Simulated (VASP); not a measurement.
# SiO2 (P4_12_12) in VASP: single point with PBE+D3(BJ)

Aim: the single point of SiO2 with PBE+D3(BJ).

Program: VASP 6.6.1. These are calculated values, not measurements. Logs are shortened: lines on timing, memory, paths and dates and some standing lists are left out, and cuts for length are marked.

**1. The cell of the first run**

The structure is tetragonal, space group P4_12_12 (No. 92). Conventional cell: a = 4.944 Å, b = 4.944 Å, c = 6.816 Å, α = 90.00°, β = 90.00°, γ = 90.00°. Within 2.2 Å of Si (site symmetry 2) lie 4 O at 1.63 Å. Within 2.2 Å of O (site symmetry 1) lie 2 Si at 1.63 Å.

**2. Single point, PBE+D3(BJ)**

The input, INCAR:

```
PREC = Accurate
ENCUT = 520
EDIFF = 1E-6
ISMEAR = 0
SIGMA = 0.02
LREAL = False
LASPH = True
NELM = 60
ALGO = Normal
ISIF = 2
LWAVE = False
LCHARG = False
GGA = PE
IVDW = 12
NBANDS = 44
```

The input, KPOINTS:

```
Automatic mesh
0
Gamma
  6 6 4
```

The input, POSCAR:

```
SiO2
1.0
    4.9436196585      0.0000000000      0.0000000000
    0.0000000000      4.9436196585      0.0000000000
    0.0000000000      0.0000000000      6.8157575829
Si O
4 8
Direct
    0.3096383663      0.3096383663      0.0000000000
    0.1903616337      0.8096383663      0.2500000000
    0.6903616337      0.6903616337      0.5000000000
    0.8096383663      0.1903616337      0.7500000000
    0.2348208299      0.1245739019      0.1896968570
    0.3754260981      0.7348208299      0.4396968570
    0.7651791701      0.8754260981      0.6896968570
    0.6245739019      0.2651791701      0.9396968570
    0.7348208299      0.3754260981      0.5603031430
    0.8754260981      0.7651791701      0.3103031430
    0.2651791701      0.6245739019      0.0603031430
    0.1245739019      0.2348208299      0.8103031430
```

Potentials or basis: VASP PAW PBE potentials, release 64 (Si, O).

Command:

```console
$ cat potpaw_PBE.64/Si/POTCAR potpaw_PBE.64/O/POTCAR > POTCAR
$ mpirun -np 1 vasp_std > vasp.out
```

OUTCAR:

```text
PREC = Accurate
   ENCUT = 520
   EDIFF = 1E-6
   ISMEAR = 0
   LREAL = False
   LASPH = True
   NELM = 60
   ISIF = 2
   GGA = PE
   IVDW = 12
 IVDW          = 12

 ion  position               nearest neighbor table
   1  0.310  0.310  0.000-   8 1.63  11 1.63   5 1.63  12 1.63   2 3.06   4 3.06   2 3.06   4 3.06

   2  0.190  0.810  0.250-   5 1.63  10 1.63   6 1.63  11 1.63   1 3.06   3 3.06   1 3.06   3 3.06

   3  0.690  0.690  0.500-   6 1.63   9 1.63   7 1.63  10 1.63   2 3.06   4 3.06   4 3.06   2 3.06

   4  0.810  0.190  0.750-   7 1.63  12 1.63   9 1.63   8 1.63   1 3.06   3 3.06   3 3.06   1 3.06

   5  0.235  0.125  0.190-   2 1.63   1 1.63
   6  0.375  0.735  0.440-   3 1.63   2 1.63
   7  0.765  0.875  0.690-   4 1.63   3 1.63
   8  0.625  0.265  0.940-   1 1.63   4 1.63
   9  0.735  0.375  0.560-   3 1.63   4 1.63
  10  0.875  0.765  0.310-   2 1.63   3 1.63
  11  0.265  0.625  0.060-   1 1.63   2 1.63
  12  0.125  0.235  0.810-   4 1.63   1 1.63

  LATTYP: Found a simple tetragonal cell.
 ALAT       =     4.9436196585
 C/A-ratio  =     1.3786978072

  Lattice vectors:

 A1 = (   4.9436196585,   0.0000000000,   0.0000000000)
 A2 = (   0.0000000000,   4.9436196585,   0.0000000000)
 A3 = (   0.0000000000,   0.0000000000,   6.8157575829)

Analysis of symmetry for initial positions (statically):
=====================================================================
 Subroutine PRICEL returns:
 Original cell was already a primitive cell.

 Routine SETGRP: Setting up the symmetry group for a
 simple tetragonal supercell.

 Subroutine GETGRP returns: Found  8 space group operations
 (whereof  2 operations were pure point group operations)
 out of a pool of 16 trial point group operations.

The static configuration has the point symmetry C_2 .
 The point group associated with its full space group is D_4 .

Analysis of symmetry for dynamics (positions and initial velocities):
=====================================================================
 Subroutine PRICEL returns:
 Original cell was already a primitive cell.

 Routine SETGRP: Setting up the symmetry group for a
 simple tetragonal supercell.

 Subroutine GETGRP returns: Found  8 space group operations
 (whereof  2 operations were pure point group operations)
 out of a pool of 16 trial point group operations.

The dynamic configuration has the point symmetry C_2 .
 The point group associated with its full space group is D_4 .

 Subroutine INISYM returns: Found  8 space group operations
 (whereof  2 operations are pure point group operations),
 and found     1 'primitive' translations

----------------------------------------------------------------------------------------

                                     Primitive cell

  volume of cell :     166.5729

  direct lattice vectors                    reciprocal lattice vectors
     4.943619659  0.000000000  0.000000000     0.202280934  0.000000000  0.000000000
     0.000000000  4.943619659  0.000000000     0.000000000  0.202280934  0.000000000
     0.000000000  0.000000000  6.815757583     0.000000000  0.000000000  0.146718833

  length of vectors
     4.943619659  4.943619659  6.815757583     0.202280934  0.202280934  0.146718833

  position of ions in fractional coordinates (direct lattice)
     0.309638366  0.309638366  0.000000000
     0.190361634  0.809638366  0.250000000
     0.690361634  0.690361634  0.500000000
     0.809638366  0.190361634  0.750000000
     0.234820830  0.124573902  0.189696857
     0.375426098  0.734820830  0.439696857
     0.765179170  0.875426098  0.689696857
     0.624573902  0.265179170  0.939696857
     0.734820830  0.375426098  0.560303143
     0.875426098  0.765179170  0.310303143
     0.265179170  0.624573902  0.060303143
     0.124573902  0.234820830  0.810303143

  ion indices of the primitive-cell ions
   primitive index   ion index
                 1           1
                 2           2
                 3           3
                 4           4
                 5           5
                 6           6
                 7           7
                 8           8
                 9           9
                10          10
                11          11
                12          12

----------------------------------------------------------------------------------------

 KPOINTS: Automatic mesh

Automatic generation of k-mesh.
 Grid dimensions read from file:
 generate k-points for:    6    6    4

 Generating k-lattice:

  Cartesian coordinates                     Fractional coordinates (reciprocal lattice)
     0.033713489  0.000000000  0.000000000     0.166666667  0.000000000  0.000000000
     0.000000000  0.033713489  0.000000000     0.000000000  0.166666667  0.000000000
     0.000000000  0.000000000  0.036679708     0.000000000  0.000000000  0.250000000

  Length of vectors
     0.033713489  0.033713489  0.036679708

  Shift w.r.t. Gamma in fractional coordinates (k-lattice)
     0.000000000  0.000000000  0.000000000

 Subroutine IBZKPT returns following result:
 ===========================================

 Found     30 irreducible k-points:

 Following reciprocal coordinates:
            Coordinates               Weight
  0.000000  0.000000  0.000000      1.000000
  0.166667  0.000000  0.000000      4.000000
  0.333333  0.000000  0.000000      4.000000
  0.500000  0.000000  0.000000      2.000000
  0.166667  0.166667  0.000000      4.000000
  0.333333  0.166667  0.000000      8.000000
[... 16 lines left out ...]
  0.333333  0.000000  0.500000      4.000000
  0.500000  0.000000  0.500000      2.000000
 [... further k-points ...]
   k-points           NKPTS =     30   k-points in BZ     NKDIM =     30   number of bands    NBANDS=     44
   number of dos      NEDOS =    301   number of ions     NIONS =     12
   total plane-waves  NPLWV =  86400
   dimension x,y,z NGX =    40 NGY =   40 NGZ =   54
   dimension x,y,z NGXF=    80 NGYF=   80 NGZF=  108
   ions per type =               4   8
   NGX,Y,Z   is equivalent  to a cutoff of  13.45, 13.45, 13.17 a.u.
   NGXF,Y,Z  is equivalent  to a cutoff of  26.90, 26.90, 26.34 a.u.
 SYSTEM =  unknown system
   PREC   = accura    normal or accurate (medium, high low for compatibility)
   ISTART =      0    job   : 0-new  1-cont  2-samecut
   ICHARG =      2    charge: 1-file 2-atom 10-const
   ISPIN  =      1    spin polarized calculation?
   LNONCOLLINEAR =      F non collinear calculations
   LSORBIT =      F    spin-orbit coupling
   LASPH  =      T    aspherical Exc in radial PAW
   ENCUT  =  520.0 eV  38.22 Ry    6.18 a.u.   9.19  9.19 12.67*2*pi/ulx,y,z
   NELM   =     60;   NELMIN=  2; NELMDL= -5     # of ELM steps
   EDIFF  = 0.1E-05   stopping-criterion for ELM
   LREAL  =      F    real-space projection
   EDIFFG = 0.1E-04   stopping-criterion for IOM
   NSW    =      0    number of steps for IOM
   IBRION =     -1    ionic relax: 0-MD 1-quasi-New 2-CG
   NFREE  =      0    steps in history (QN), initial steepest desc. (CG)
   ISIF   =      2    stress and relaxation
   ISYM   =      2    0-nonsym 1-usesym 2-fastsym
   POTIM  = 0.5000    time-step for ionic-motion
   TEBEG  =    0.0;   TEEND  =   0.0 temperature during run
   PSTRESS=    0.0 pullay stress
   NELECT =      64.0000    total number of electrons
   NUPDOWN=      -1.0000    fix difference up-down
   EMIN   =  10.00;   EMAX   =-10.00  energy-range for DOS
   EFERMI =   0.00;   METHOD = LEGACY
   ISMEAR =     0;   SIGMA  =   0.02  broadening in eV -4-tet -1-fermi 0-gaus
   EFERMI_NEDOS =   21; number of points for ismear=-14 and -15
   IALGO  =     38    algorithm
   IMIX   =      4    mixing-type and parameters
     AMIX     =   0.40;   BMIX     =  1.00
     AMIX_MAG =   1.60;   BMIX_MAG =  1.00
  volume/ion in A,a.u.               =      13.88        93.67
  Fermi-wavevector in a.u.,A,eV,Ry     =   1.190146  2.249049 19.271924  1.416446
  Thomas-Fermi vector in A             =   2.326237
   LORBIT       =      0    0 simple, 1 ext, 2 COOP (PROOUT), +10 PAW based schemes
   GGA     = PE    functional components
   LHFCALC =     F    Hartree Fock is set to
   AEXX    =    0.0000 exact exchange contribution
   IVDW    =    12    specifies the selected vdW correction
   LEPSILON=     F    determine dielectric tensor
   LRPA    =     F    only Hartree local field effects (RPA)
 non-spin polarized calculation
 Gauss-broadening in eV      SIGMA  =   0.02
  energy-cutoff  :      520.00
  volume of cell :      166.57
 maximum number of plane-waves:      4506
 NGX is ok and might be reduce to    40
   NGX = 19   NGY = 19   NGZ = 25

 number of electron      63.9999961 magnetization

 Free energy of the ion-electron system (eV)
  ---------------------------------------------------
  ext. energy  EPLUGINS =         0.00000000
  ---------------------------------------------------
  free energy    TOTEN  =       -94.83900002 eV

  energy without entropy =      -94.83900002  energy(sigma->0) =      -94.83900002

 E-fermi :   0.4873     XC(G=0):  -8.6511

 val. band max:        0.3579840168   @ k =   0.0000   0.0000   0.0000
 cond. band min:       6.0078254816   @ k =   0.0000   0.0000   0.0000
 fundamental gap:      5.6498414649
 Fermi energy:         0.4873113180

 k-point     1 :       0.0000    0.0000    0.0000
  band No.  band energies     occupation
      1     -19.0261      2.00000
      2     -18.1187      2.00000
      3     -18.1187      2.00000
      4     -16.9858      2.00000
      5     -16.9253      2.00000
      6     -16.9239      2.00000
[... 36 lines left out ...]
     43      11.8536      0.00000
     44      12.1663      0.00000
[... 1040 lines left out ...]
      4     -17.6026      2.00000
      5     -16.9835      2.00000
      6     -16.9835      2.00000
[... 36 lines left out ...]
     43      11.7154      0.00000
     44      11.7997      0.00000

 [... further k-points ...]

------------------------ aborting loop because EDIFF is reached ----------------------------------------

 Edisp (eV)   -1.51430

 E8    (eV) :    -0.5065

  FORCE on cell =-STRESS in cart. coord.  units (eV):
  Direction    XX          YY          ZZ          XY          YZ          ZX
  --------------------------------------------------------------------------------------
  -------------------------------------------------------------------------------------
  Total       0.17817     0.17817     0.10741     0.00000     0.00000     0.00000
  in kB       1.71371     1.71371     1.03310     0.00000     0.00000     0.00000
  external pressure =        1.49 kB  Pullay stress =        0.00 kB

 VOLUME and BASIS-vectors are now :
 -----------------------------------------------------------------------------
  energy-cutoff  :      520.00
  volume of cell :      166.57
      direct lattice vectors                 reciprocal lattice vectors
     4.943619659  0.000000000  0.000000000     0.202280934  0.000000000  0.000000000
     0.000000000  4.943619659  0.000000000     0.000000000  0.202280934  0.000000000
     0.000000000  0.000000000  6.815757583     0.000000000  0.000000000  0.146718833

 POSITION                                       TOTAL-FORCE (eV/Angst)
 -----------------------------------------------------------------------------------
      1.53073      1.53073      0.00000         0.015230      0.015230      0.000000
      0.94108      4.00254      1.70394        -0.015230      0.015230      0.000000
      3.41289      3.41289      3.40788        -0.015230     -0.015230      0.000000
      4.00254      0.94108      5.11182         0.015230     -0.015230      0.000000
      1.16086      0.61585      1.29293         0.001258      0.005458     -0.004579
      1.85596      3.63267      2.99687        -0.005458      0.001258     -0.004579
      3.78275      4.32777      4.70081        -0.001258     -0.005458     -0.004579
      3.08766      1.31094      6.40475         0.005458     -0.001258     -0.004579
      3.63267      1.85596      3.81889         0.001258     -0.005458      0.004579
      4.32777      3.78275      2.11495        -0.005458     -0.001258      0.004579
      1.31094      3.08766      0.41101        -0.001258      0.005458      0.004579
      0.61585      1.16086      5.52283         0.005458      0.001258      0.004579
 -----------------------------------------------------------------------------------
    total drift:                               -0.000000      0.000000     -0.000000

  FREE ENERGIE OF THE ION-ELECTRON SYSTEM (eV)
  ---------------------------------------------------
  free  energy   TOTEN  =       -96.3533044380 eV

  energy  without entropy=      -96.3533044380  energy(sigma->0) =      -96.35330444
```

Run time: 2.3 min. Hardware: 1 thread of Intel Xeon Platinum 8488C (Sapphire Rapids), shared host; peak memory 0.36 GiB.

What came out:

```
Free energy                : -96.3533 eV
Pressure                   : 0.1 GPa
Largest force              : 0.022 eV/Å
Band gap on the k mesh     : 5.65 eV, direct
Dispersion energy per atom : -0.126 eV
```

Forces in eV/Å, atoms in the order of the input:
```
Si   0.015  0.015  0.000
Si  -0.015  0.015  0.000
Si  -0.015 -0.015  0.000
Si   0.015 -0.015  0.000
O    0.001  0.005 -0.005
O   -0.005  0.001 -0.005
O   -0.001 -0.005 -0.005
O    0.005 -0.001 -0.005
O    0.001 -0.005  0.005
O   -0.005 -0.001  0.005
O   -0.001  0.005  0.005
O    0.005  0.001  0.005
```

A k mesh can miss the band edges. Expect the measured gap to be larger: semilocal functionals such as PBE lack the derivative discontinuity.
